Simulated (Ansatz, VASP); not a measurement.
Two plane-wave programs on CsH

```
Cs H
1.0
     0.00000    3.31552    3.06048
     3.31552    0.00000    3.06048
     3.31552    3.31552    0.00000
Cs H
1 1
Cartesian
  0.0000 0.0000 0.0000
  3.3155 3.3155 3.0605
```

Change from the starting cell: strain +0.040 along x and y, -0.040 along z, atoms carried along.

Alike in both runs: task single point; functional r2SCAN; k mesh 6 × 6 × 6; occupations gaussian, width 0.05 eV; no spin polarisation.

|  | VASP | Ansatz |
| --- | --- | --- |
| version | VASP 6.6.1 | Ansatz 0.2.0 |
| potentials or method | VASP PAW PBE potentials, release 64 (Cs_sv, H), cutoff 520 eV | scalar-relativistic, plane waves, PAW |
| valence electrons in the cell | 10 | 10 |

|  | VASP | Ansatz | Ansatz less VASP |
| --- | --- | --- | --- |
| gap on the k mesh at the Fermi level (eV) | 2.67 | 2.69 | +0.016 |
| least direct gap on the mesh (eV) | 2.67 | 2.69 | +0.016 |
| pressure (GPa) | -0.2 | -0.2 | -0.02 |
| traceless stress, the component that is largest in VASP (GPa) | 1.20 | 1.17 | -0.027 |

VASP's potentials were made for PBE, not for r2SCAN.

Neither program's run includes spin-orbit coupling.
